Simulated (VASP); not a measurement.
# MgO in VASP: a series of runs

The runs below take MgO through single point, with PBEsol.

All numbers are computed with VASP 6.6.1; they aren't measurements. Logs are shortened: lines on timing, memory, paths and dates and some standing lists are left out, and cuts for length are marked.

### 1 The cell of the first run

Symmetry: I4mm, No. 107, tetragonal system. Conventional cell: a = 2.981 Å, b = 2.981 Å, c = 4.215 Å, α = 90.00°, β = 90.00°, γ = 90.00°. Mg (site symmetry 4mm) has 5 O at 1.77 to 2.13 Å within 2.4 Å. Within 2.4 Å of O (site symmetry 4mm) lie 5 Mg at 1.77 to 2.13 Å.

### 2 Single point, PBEsol (mode 4 frozen in at -0.202 Å and mode 5 at +0.000 Å (largest displacements))

The input, INCAR:

```
PREC = Accurate ; ENCUT = 520
EDIFF = 1E-7 ; ISMEAR = 0
SIGMA = 0.05 ; LREAL = False
LASPH = True ; NELM = 100
ALGO = Normal ; ISIF = 2
LWAVE = False ; LCHARG = False
GGA = PS ; NBANDS = 11
```

The input, KPOINTS:

```
regular mesh
0
Gamma
  10 10 10
```

The input, POSCAR:

```
MgO
1.0
    0.0000000000      2.1075959641      2.1075959641
    2.1075959641      0.0000000000      2.1075959641
    2.1075959641      2.1075959641      0.0000000000
Mg O
1 1
Direct
   -0.0315450506      0.0315450506      0.0315450506
    0.5479218986      0.4520781014      0.4520781014
```

Potentials or basis: VASP PAW PBE potentials, release 64 (Mg, O).

The run is started by

```bash
cat potpaw_PBE.64/Mg/POTCAR potpaw_PBE.64/O/POTCAR > POTCAR
mpirun -np 1 vasp_std > vasp.out
```

OUTCAR:

```text
PREC = Accurate
   ENCUT = 520
   EDIFF = 1E-7
   ISMEAR = 0
   LREAL = False
   LASPH = True
   NELM = 100
   ISIF = 2
   GGA = PS

 ion  position               nearest neighbor table
   1  0.968  0.032  0.032-   2 1.77   2 2.13   2 2.13   2 2.13   2 2.13   2 2.44
   2  0.548  0.452  0.452-   1 1.77   1 2.13   1 2.13   1 2.13   1 2.13   1 2.44

  LATTYP: Found a face centered cubic cell.
 ALAT       =     4.2151919282

  Lattice vectors:

 A1 = (   0.0000000000,   2.1075959641,   2.1075959641)
 A2 = (   2.1075959641,   0.0000000000,   2.1075959641)
 A3 = (   2.1075959641,   2.1075959641,   0.0000000000)

Analysis of symmetry for initial positions (statically):
=====================================================================
 Subroutine PRICEL returns:
 Original cell was already a primitive cell.

 Routine SETGRP: Setting up the symmetry group for a
 face centered cubic supercell.

 Subroutine GETGRP returns: Found  8 space group operations
 (whereof  8 operations were pure point group operations)
 out of a pool of 48 trial point group operations.

The static configuration has the point symmetry C_4v.

Analysis of symmetry for dynamics (positions and initial velocities):
=====================================================================
 Subroutine PRICEL returns:
 Original cell was already a primitive cell.

 Routine SETGRP: Setting up the symmetry group for a
 face centered cubic supercell.

 Subroutine GETGRP returns: Found  8 space group operations
 (whereof  8 operations were pure point group operations)
 out of a pool of 48 trial point group operations.

The dynamic configuration has the point symmetry C_4v.

 Subroutine INISYM returns: Found  8 space group operations
 (whereof  8 operations are pure point group operations),
 and found     1 'primitive' translations

----------------------------------------------------------------------------------------

                                     Primitive cell

  volume of cell :      18.7237

  direct lattice vectors                    reciprocal lattice vectors
     0.000000000  2.107595964  2.107595964    -0.237237122  0.237237122  0.237237122
     2.107595964  0.000000000  2.107595964     0.237237122 -0.237237122  0.237237122
     2.107595964  2.107595964  0.000000000     0.237237122  0.237237122 -0.237237122

  length of vectors
     2.980590796  2.980590796  2.980590796     0.410906748  0.410906748  0.410906748

  position of ions in fractional coordinates (direct lattice)
     0.968454949  0.031545051  0.031545051
     0.547921899  0.452078101  0.452078101

  ion indices of the primitive-cell ions
   primitive index   ion index
                 1           1
                 2           2

----------------------------------------------------------------------------------------

 KPOINTS: regular mesh

Automatic generation of k-mesh.
 Grid dimensions read from file:
 generate k-points for:   10   10   10

 Generating k-lattice:

  Cartesian coordinates                     Fractional coordinates (reciprocal lattice)
    -0.023723712  0.023723712  0.023723712     0.100000000  0.000000000  0.000000000
     0.023723712 -0.023723712  0.023723712     0.000000000  0.100000000  0.000000000
     0.023723712  0.023723712 -0.023723712     0.000000000  0.000000000  0.100000000

  Length of vectors
     0.041090675  0.041090675  0.041090675

  Shift w.r.t. Gamma in fractional coordinates (k-lattice)
     0.000000000  0.000000000  0.000000000

 Subroutine IBZKPT returns following result:
 ===========================================

 Found    102 irreducible k-points:

 Following reciprocal coordinates:
            Coordinates               Weight
  0.000000  0.000000  0.000000      1.000000
  0.100000  0.000000  0.000000      8.000000
  0.200000  0.000000  0.000000      8.000000
  0.300000  0.000000  0.000000      8.000000
  0.400000  0.000000  0.000000      8.000000
  0.500000  0.000000  0.000000      4.000000
[... 16 lines left out ...]
 -0.100000  0.100000  0.000000      8.000000
  0.000000 -0.100000  0.100000      4.000000
 [... further k-points ...]
   k-points           NKPTS =    102   k-points in BZ     NKDIM =    102   number of bands    NBANDS=     11
   number of dos      NEDOS =    301   number of ions     NIONS =      2
   total plane-waves  NPLWV =  13824
   dimension x,y,z NGX =    24 NGY =   24 NGZ =   24
   dimension x,y,z NGXF=    48 NGYF=   48 NGZF=   48
   ions per type =               1   1
   NGX,Y,Z   is equivalent  to a cutoff of  13.39, 13.39, 13.39 a.u.
   NGXF,Y,Z  is equivalent  to a cutoff of  26.77, 26.77, 26.77 a.u.
 SYSTEM =  unknown system
   PREC   = accura    normal or accurate (medium, high low for compatibility)
   ISTART =      0    job   : 0-new  1-cont  2-samecut
   ICHARG =      2    charge: 1-file 2-atom 10-const
   ISPIN  =      1    spin polarized calculation?
   LNONCOLLINEAR =      F non collinear calculations
   LSORBIT =      F    spin-orbit coupling
   LASPH  =      T    aspherical Exc in radial PAW
   ENCUT  =  520.0 eV  38.22 Ry    6.18 a.u.   5.54  5.54  5.54*2*pi/ulx,y,z
   NELM   =    100;   NELMIN=  2; NELMDL= -5     # of ELM steps
   EDIFF  = 0.1E-06   stopping-criterion for ELM
   LREAL  =      F    real-space projection
   EDIFFG = 0.1E-05   stopping-criterion for IOM
   NSW    =      0    number of steps for IOM
   IBRION =     -1    ionic relax: 0-MD 1-quasi-New 2-CG
   NFREE  =      0    steps in history (QN), initial steepest desc. (CG)
   ISIF   =      2    stress and relaxation
   ISYM   =      2    0-nonsym 1-usesym 2-fastsym
   POTIM  = 0.5000    time-step for ionic-motion
   TEBEG  =    0.0;   TEEND  =   0.0 temperature during run
   PSTRESS=    0.0 pullay stress
   NELECT =       8.0000    total number of electrons
   NUPDOWN=      -1.0000    fix difference up-down
   EMIN   =  10.00;   EMAX   =-10.00  energy-range for DOS
   EFERMI =   0.00;   METHOD = LEGACY
   ISMEAR =     0;   SIGMA  =   0.05  broadening in eV -4-tet -1-fermi 0-gaus
   EFERMI_NEDOS =   21; number of points for ismear=-14 and -15
   IALGO  =     38    algorithm
   IMIX   =      4    mixing-type and parameters
     AMIX     =   0.40;   BMIX     =  1.00
     AMIX_MAG =   1.60;   BMIX_MAG =  1.00
  volume/ion in A,a.u.               =       9.36        63.18
  Fermi-wavevector in a.u.,A,eV,Ry     =   1.233031  2.330091 20.685841  1.520366
  Thomas-Fermi vector in A             =   2.367778
   LORBIT       =      0    0 simple, 1 ext, 2 COOP (PROOUT), +10 PAW based schemes
   GGA     = PS    functional components
   LHFCALC =     F    Hartree Fock is set to
   AEXX    =    0.0000 exact exchange contribution
   IVDW    =     0    specifies the selected vdW correction
   LEPSILON=     F    determine dielectric tensor
   LRPA    =     F    only Hartree local field effects (RPA)
 non-spin polarized calculation
 Gauss-broadening in eV      SIGMA  =   0.05
  energy-cutoff  :      520.00
  volume of cell :       18.72
 maximum number of plane-waves:       531
 NGX is ok and might be reduce to    24
   NGX = 11   NGY = 11   NGZ = 11

 number of electron       7.9999999 magnetization

 Free energy of the ion-electron system (eV)
  ---------------------------------------------------
  ext. energy  EPLUGINS =         0.00000000
  ---------------------------------------------------
  free energy    TOTEN  =       -12.07923656 eV

  energy without entropy =      -12.07923656  energy(sigma->0) =      -12.07923656

 E-fermi :   3.2537     XC(G=0): -11.2566

 val. band max:        2.9382139399   @ k =   0.0000   0.0000   0.0000
 cond. band min:       7.5273651911   @ k =   0.0000   0.0000   0.0000
 fundamental gap:      4.5891512512
 Fermi energy:         3.2537099505

 k-point     1 :       0.0000    0.0000    0.0000
  band No.  band energies     occupation
      1     -14.1910      2.00000
      2       2.8282      2.00000
      3       2.9382      2.00000
      4       2.9382      2.00000
      5       7.5274      0.00000
      6      18.8589      0.00000
      7      19.1053      0.00000
      8      19.1053      0.00000
      9      22.2591      0.00000
     10      24.4583      0.00000
     11      24.7298      0.00000

 k-point     2 :       0.1000    0.0000    0.0000
  band No.  band energies     occupation
      1     -14.0861      2.00000
      2       2.2192      2.00000
      3       2.8566      2.00000
      4       2.8806      2.00000
      5       8.1494      0.00000
      6      17.5226      0.00000
      7      19.2073      0.00000
      8      19.2969      0.00000
      9      23.6888      0.00000
     10      23.7120      0.00000
     11      24.3948      0.00000

 k-point     3 :       0.2000    0.0000    0.0000
  band No.  band energies     occupation
      1     -13.7977      2.00000
      2       0.9405      2.00000
      3       2.7053      2.00000
      4       2.7339      2.00000
      5       9.3476      0.00000
      6      15.8814      0.00000
      7      19.4866      0.00000
      8      19.6073      0.00000
      9      23.0983      0.00000
     10      23.3877      0.00000
     11      25.3138      0.00000

 k-point     4 :       0.3000    0.0000    0.0000
  band No.  band energies     occupation
      1     -13.4092      2.00000
      2      -0.3394      2.00000
      3       2.5280      2.00000
      4       2.5600      2.00000
      5      10.3154      0.00000
      6      15.0405      0.00000
      7      19.5118      0.00000
      8      19.5162      0.00000
      9      23.6065      0.00000
     10      23.7160      0.00000
     11      25.0097      0.00000

 k-point     5 :       0.4000    0.0000    0.0000
  band No.  band energies     occupation
      1     -13.0618      2.00000
      2      -1.2742      2.00000
      3       2.3903      2.00000
      4       2.4247      2.00000
      5      10.7064      0.00000
      6      14.9711      0.00000
      7      19.2135      0.00000
      8      19.4218      0.00000
      9      23.5438      0.00000
     10      25.0866      0.00000
     11      25.6225      0.00000
[... 211 lines left out ...]
 k-point    21 :      -0.2000    0.1000    0.0000
  band No.  band energies     occupation
      1     -13.5994      2.00000
      2       0.4428      2.00000
      3       2.2968      2.00000
      4       2.6821      2.00000
      5      10.0594      0.00000
      6      15.3328      0.00000
      7      18.6512      0.00000
      8      20.3209      0.00000
      9      22.4552      0.00000
     10      24.1028      0.00000
     11      25.9124      0.00000

 k-point    22 :       0.0000   -0.2000    0.1000
  band No.  band energies     occupation
      1     -13.6009      2.00000
      2       0.3830      2.00000
      3       2.3425      2.00000
      4       2.7118      2.00000
      5      10.1632      0.00000
      6      15.1554      0.00000
      7      18.9308      0.00000
      8      19.8863      0.00000
      9      22.0508      0.00000
     10      24.0886      0.00000
     11      26.9169      0.00000

 k-point    23 :      -0.1000    0.1000    0.0000
  band No.  band energies     occupation
      1     -13.9203      2.00000
      2       1.5397      2.00000
      3       2.6117      2.00000
      4       2.8237      2.00000
      5       8.9187      0.00000
      6      16.4314      0.00000
      7      19.0980      0.00000
      8      19.7114      0.00000
      9      22.8634      0.00000
     10      23.9799      0.00000
     11      25.4374      0.00000

 k-point    24 :       0.0000   -0.1000    0.1000
  band No.  band energies     occupation
      1     -13.9211      2.00000
      2       1.4885      2.00000
      3       2.6326      2.00000
      4       2.8484      2.00000
      5       8.9917      0.00000
      6      16.3406      0.00000
      7      19.1917      0.00000
      8      19.5895      0.00000
      9      22.4028      0.00000
     10      23.9289      0.00000
     11      25.9689      0.00000

 [... further k-points ...]
[... 5 lines left out ...]
  --------------------------------------------------------------------------------------
  -------------------------------------------------------------------------------------
  Total        4.9995612     -0.3424898     -0.3424898      0.0000000      0.0000000      0.0000000
  in kB      427.8094789    -29.3066495    -29.3066495      0.0000000      0.0000000      0.0000000
  external PRESSURE =     123.0653933 kB  Pullay stress =       0.0000000 kB

 VOLUME and BASIS-vectors are now :
 -----------------------------------------------------------------------------
  energy-cutoff  :      520.00
  volume of cell :       18.72
      direct lattice vectors                 reciprocal lattice vectors
     0.000000000  2.107595964  2.107595964    -0.237237122  0.237237122  0.237237122
     2.107595964  0.000000000  2.107595964     0.237237122 -0.237237122  0.237237122
     2.107595964  2.107595964  0.000000000     0.237237122  0.237237122 -0.237237122

 POSITION                                       TOTAL-FORCE (eV/Angst)
 -----------------------------------------------------------------------------------
      0.13297      2.10760      2.10760        -3.438450      0.000000      0.000000
      1.90560      2.10760      2.10760         3.438450      0.000000      0.000000
 -----------------------------------------------------------------------------------
    total drift:                               -0.000010     -0.000000     -0.000000

  FREE ENERGIE OF THE ION-ELECTRON SYSTEM (eV)
  ---------------------------------------------------
  free  energy   TOTEN  =       -12.0792365579 eV

  energy  without entropy=      -12.0792365579  energy(sigma->0) =      -12.07923656
```

Wall time 7.3 s (1 thread of Intel Xeon 6975P-C (Granite Rapids), shared host); peak memory 0.15 GiB.

What came out:

| Property | Result |
| --- | --- |
| Free energy | -12.0792 eV |
| Pressure | 12.3 GPa |
| Largest force | 3.438 eV/Å |
| Band gap on the k mesh | 4.59 eV, direct |

Forces on the atoms (eV/Å):
```
Mg  -3.438  0.000  0.000
O    3.438  0.000  0.000
```

Caveat: the cell differs from its parent crystal (mode 4 frozen in at -0.202 Å and mode 5 at +0.000 Å (largest displacements)); the PAW data sets were made with another functional, which shifts forces and pressure a little.

### 3 Single point, PBEsol (mode 4 frozen in at -0.121 Å and mode 5 at +0.000 Å (largest displacements))

The input, INCAR:

```
PREC = Accurate
ENCUT = 520
EDIFF = 1E-6
ISMEAR = 0
SIGMA = 0.05
LREAL = False
LASPH = True
NELM = 80
ALGO = Normal
ISIF = 2
LWAVE = False
LCHARG = False
GGA = PS
NBANDS = 11
```

KPOINTS is that of step 2.

The input, POSCAR:

```
MgO
1.0
    0.0000000000      2.1075959641      2.1075959641
    2.1075959641      0.0000000000      2.1075959641
    2.1075959641      2.1075959641      0.0000000000
Mg O
1 1
Direct
   -0.0189270304      0.0189270304      0.0189270304
    0.5287531391      0.4712468609      0.4712468609
```

Potentials or basis: VASP PAW PBE potentials, release 64 (Mg, O).

The run is started by

```bash
cat potpaw_PBE.64/Mg/POTCAR potpaw_PBE.64/O/POTCAR > POTCAR
mpirun -np 1 vasp_std > vasp.out
```

It took 6.6 s on 1 thread of Intel Xeon 6975P-C (Granite Rapids), shared host; peak memory 0.15 GiB.

Results (log left out):

- Free energy: -12.3877 eV
- Pressure: 3.7 GPa
- Largest force: 1.407 eV/Å
- Band gap on the k mesh: 4.60 eV, direct

Forces in eV/Å, atoms in the order of the input:
```
Mg  -1.407  0.000  0.000
O    1.407  0.000  0.000
```

Stress tensor (GPa, compression positive):
```
13.75  0.00  0.00
 0.00 -1.35  0.00
 0.00  0.00 -1.35
```

Levels at points of the mesh, in eV from the valence-band top:
| k point | band 1 | band 2 | band 3 | band 4 | band 5 | band 6 | band 7 | band 8 |
| --- | --- | --- | --- | --- | --- | --- | --- | --- |
| (0.00, 0.00, 0.00) | -17.17 | -0.05 | 0.00 | 0.00 | 4.60 | 15.73 | 15.82 | 15.82 |
| (0.50, 0.00, 0.00) | -15.88 | -4.63 | -0.64 | -0.62 | 7.76 | 12.33 | 16.15 | 16.29 |
| (0.50, 0.50, 0.00) | -15.61 | -4.10 | -1.38 | -1.34 | 9.08 | 9.67 | 13.00 | 18.76 |
| (0.00, 0.50, 0.50) | -15.62 | -4.05 | -1.33 | -1.33 | 8.96 | 9.60 | 13.02 | 18.88 |

Caveat: the cell differs from its parent crystal (mode 4 frozen in at -0.121 Å and mode 5 at +0.000 Å (largest displacements)); the PAW data sets were made with another functional, which shifts forces and pressure a little.

(Part 1 of 2 ends here.)
